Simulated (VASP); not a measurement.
The system is BaTe.

```
CELL_PARAMETERS angstrom
0.00000 3.53238 3.53238
3.53238 0.00000 3.53238
3.53238 3.53238 0.00000
ATOMIC_POSITIONS crystal
Ba 0.00000 0.00000 0.00000
Te 0.50000 0.50000 0.50000
```

Base run:

```yaml
Program: VASP 6.6.1
Functional: PBE
Potentials_or_basis: VASP PAW PBE potentials, release 64 (Ba_sv, Te)
Cutoff: 520 eV
k_mesh: 4 × 4 × 4
Occupations: gaussian, width 0.01 eV
Spin: no spin polarisation
```

Its results: band gap on the k mesh 1.57 eV (least direct gap 1.95 eV); pressure 0.4 GPa.

**Question.** The run is repeated on the same cell with these changes: dispersion from none to D3(BJ). What comes out?

**Answer.** Band gap on the k mesh 1.57 eV (least direct gap 1.95 eV); pressure -0.8 GPa.

Dispersion adds attraction, which lowers the pressure at fixed volume and, as a term added to the energy, leaves the levels alone.

Caveats: spin-orbit coupling is left out, which moves the levels of the heavy elements.

A k mesh can miss the band edges.
